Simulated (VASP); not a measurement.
Set up this calculation in VASP 6.6.1, as the native input.

- Task: relaxation of the atoms
- Functional: PBE
- Potentials or basis: VASP PAW PBE potentials, release 64 (Mg, O)
- Cutoff: 520 eV
- k mesh: 9 × 9 × 1
- Occupations: gaussian, width 0.05 eV
- Spin: no spin polarisation
- Dipole correction: yes
- Atoms held fixed (from 0): [0, 3]
- Further INCAR settings: ALGO = Normal; EDIFF = 1e-06; IBRION = 2; EDIFFG = -0.03; NSW = 70

The structure of MgO lies in POSCAR:

```
MgO
1.0
    3.0085896291      0.0000000000      0.0000000000
    0.0000000000      3.0085896291      0.0000000000
    0.0000000000      0.0000000000     18.2547882571
Mg O
3 3
Selective dynamics
Direct
    0.5000000000      0.5000000000      0.3834610351  F F F
    0.0000000000      0.0000000000      0.5000000000  T T T
    0.5000000000      0.5000000000      0.6165389649  T T T
    0.0000000000      0.0000000000      0.3834610351  F F F
    0.5000000000      0.5000000000      0.5000000000  T T T
    0.0000000000      0.0000000000      0.6165389649  T T T
```

The input as run:

INCAR

```
SYSTEM = MgO
  PREC = Accurate
  ENCUT = 520
  EDIFF = 1E-6
  ISMEAR = 0
  SIGMA = 0.05
  LREAL = .False.
  LASPH = .True.
  NELM = 100
  ALGO = Normal
  ISIF = 2
  LWAVE = .False.
  LCHARG = .False.
  LDIPOL = .True.
  IDIPOL = 3
  DIPOL = 0.5 0.5 0.500
  GGA = PE
  IBRION = 2
  NSW = 70
  EDIFFG = -0.03
```

KPOINTS

```
Automatic mesh
0
Gamma
  9 9 1
  0 0 0
```

Potentials or basis: VASP PAW PBE potentials, release 64 (Mg, O).

Run with:

```console
$ cat potpaw_PBE.64/Mg/POTCAR potpaw_PBE.64/O/POTCAR > POTCAR
$ mpirun -np 1 vasp_std > vasp.out
```

Results of the run:

```yaml
Energy_gained_by_relaxing: 2.0 meV/atom
Ionic_steps: 4
Band_gap_on_the_k_mesh: 3.23 eV
```

Run time: 4.4 min on 1 thread of AMD EPYC 7R13 Processor (Zen 3) (shared host), peak memory 0.24 GiB.
